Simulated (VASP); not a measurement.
A run of VASP 6.6.1:

File POSCAR:

```
ZnCu
1.0
    2.9004044013      0.0000000000      0.0000000000
    0.0000000000      2.9004044013      0.0000000000
    0.0000000000      0.0000000000      2.9004044013
Zn Cu
1 1
Direct
    0.5000000000      0.5000000000      0.5000000000
    0.0000000000      0.0000000000      0.0000000000
```

INCAR.step1

```
SYSTEM = ZnCu
PREC = Accurate
ENCUT = 520
ISMEAR = 0
SIGMA = 0.05
LREAL = .FALSE.
LASPH = .TRUE.
NELM = 80
NBANDS = 18
GGA = PE
ALGO = Normal
EDIFF = 1E-4
LWAVE = .TRUE.
LCHARG = .FALSE.
```

Contents of INCAR.step2:

```
SYSTEM = ZnCu
PREC = Accurate
ENCUT = 520
EDIFF = 1E-6
ISMEAR = 0
SIGMA = 0.05
LREAL = .FALSE.
LASPH = .TRUE.
NELM = 80
ALGO = Normal
ISIF = 2
LWAVE = .FALSE.
LCHARG = .TRUE.
METAGGA = R2SCAN
LMIXTAU = .TRUE.
LELF = .TRUE.
LVHAR = .TRUE.
NBANDS = 18
ISTART = 1
```

KPOINTS

```
Automatic mesh
0
G
  12 12 12
  0 0 0
```

Potentials or basis: VASP PAW PBE potentials, release 64 (Zn, Cu).

Launch:

```sh
$ cat potpaw_PBE.64/Zn/POTCAR potpaw_PBE.64/Cu/POTCAR > POTCAR
$ cp INCAR.step1 INCAR
$ mpirun -np 1 vasp_std > vasp.out
$ cp INCAR.step2 INCAR
$ mpirun -np 1 vasp_std > vasp.out
```

Hardware: 1 thread of Intel(R) Xeon(R) 6975P-C (Granite Rapids), with other jobs on the host.

Problem. Estimate the wall time of this run.

Solution. Wall time 44 s on 1 thread of Intel(R) Xeon(R) 6975P-C (Granite Rapids), on a shared host, peak memory 0.17 GiB. Counts: k points 84.
